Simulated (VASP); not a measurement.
A run of VASP 6.6.1 is set up as follows.

File INCAR:

```
SYSTEM = KTaO3
PREC     = Accurate       ! precision mode
ENCUT    = 600            ! plane-wave cutoff, eV
EDIFF    = 1E-6           ! SCF threshold, eV
ISMEAR   = 0              ! smearing method
SIGMA    = 0.02           ! smearing width, eV
LREAL    = .False.        ! projectors in reciprocal space
LASPH    = .True.         ! aspherical terms in the spheres
NELM     = 100            ! most SCF steps
ALGO     = Normal         ! electronic algorithm
ISIF     = 3              ! what is computed and relaxed
LWAVE    = .False.        ! write WAVECAR
LCHARG   = .False.        ! write CHGCAR
GGA      = PS             ! functional
IBRION   = 2              ! ionic algorithm
NSW      = 70             ! ionic steps
EDIFFG   = -0.008         ! ionic threshold
PSTRESS  = 50.0
```

Contents of KPOINTS:

```
regular mesh
0
Gamma
  8 8 8
  0 0 0
```

POSCAR

```
KTaO3
1.0
    3.9538862527      0.0000000000      0.0000000000
    0.0000000000      3.9538862527      0.0000000000
    0.0000000000      0.0000000000      3.9538862527
K Ta O
1 1 3
Direct
    0.5000000000      0.5000000000      0.5000000000
    0.0000000000      0.0000000000      0.0000000000
    0.0000000000      0.5000000000      0.0000000000
    0.0000000000      0.0000000000      0.5000000000
    0.5000000000      0.0000000000      0.0000000000
```

Potentials or basis: VASP PAW PBE potentials, release 64 (K_sv, Ta_pv, O).

The run is started by

```bash
$ cat potpaw_PBE.64/K_sv/POTCAR potpaw_PBE.64/Ta_pv/POTCAR potpaw_PBE.64/O/POTCAR > POTCAR
$ mpirun -np 1 vasp_std > vasp.out
```

Question: Estimate the space group after relaxing (to 0.1 Å).

Answer: Pm-3m (No. 221).

Question: Predict the relaxed volume.

Answer: 12.40 Å³/atom.

Question: Predict the band gap on the k mesh.

Answer: 2.13 eV (least direct gap 2.74 eV).

Step by step:
| step | energy change (eV) | largest force (eV/Å) | pressure (GPa) | volume (Å³) |
| --- | --- | --- | --- | --- |
| 1 | 0.0000 | 0.0000 | 5.77 | 61.81 |
| 2 | -0.0160 | 0.0000 | 3.84 | 62.35 |
| 3 | -0.0070 | 0.0000 | 5.00 | 62.02 |

Caveat: the cell is relaxed towards a set pressure, so the run minimises the enthalpy, not the energy; the PAW data sets were made with another functional, which shifts forces and pressure a little; spin-orbit coupling is left out, which moves the levels of the heavy elements. A k mesh can miss the band edges.
